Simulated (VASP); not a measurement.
Here is a VASP 6.6.1 calculation.

Contents of INCAR:

```
SYSTEM = MoS2
PREC     = Accurate       ! precision mode
ENCUT    = 520            ! plane-wave cutoff, eV
EDIFF    = 1E-6           ! SCF threshold, eV
ISMEAR   = 0              ! smearing method
SIGMA    = 0.02           ! smearing width, eV
LREAL    = .FALSE.        ! projectors in reciprocal space
LASPH    = .TRUE.         ! aspherical terms in the spheres
NELM     = 100            ! most SCF steps
ALGO     = Normal         ! electronic algorithm
ISIF     = 2              ! what is computed and relaxed
LWAVE    = .FALSE.        ! write WAVECAR
LCHARG   = .TRUE.         ! write CHGCAR
LELF     = .TRUE.         ! ELF
LVHAR    = .TRUE.       
NBANDS   = 35             ! bands
```

The input KPOINTS:

```
regular mesh
0
G
  12 12 4
  0 0 0
```

Contents of POSCAR:

```
MoS2
1.0
    3.1223780990      0.0000000000      0.0000000000
   -1.5611890495      2.7040587539      0.0000000000
    0.0000000000      0.0000000000     12.0684820152
Mo S
2 4
Direct
    0.3333333333      0.6666666667      0.2500000000
    0.6666666667      0.3333333333      0.7500000000
    0.3333333333      0.6666666667      0.6212117670
    0.6666666667      0.3333333333      0.1212117670
    0.3333333333      0.6666666667      0.8787882330
    0.6666666667      0.3333333333      0.3787882330
```

Potentials or basis: VASP PAW LDA potentials, release 64 (Mo_sv, S).

Run with:

```bash
$ cat potpaw_LDA.64/Mo_sv/POTCAR potpaw_LDA.64/S/POTCAR > POTCAR
$ mpirun -np 1 vasp_std > vasp.out
```

(1) What does it give for the pressure?

(2) Estimate the band gap on the k mesh.

(3) What does it give for the largest force?

Results:

(1) 0.1 GPa.

(2) 0.73 eV, indirect (least direct gap 1.77 eV).

(3) 0.011 eV/Å.
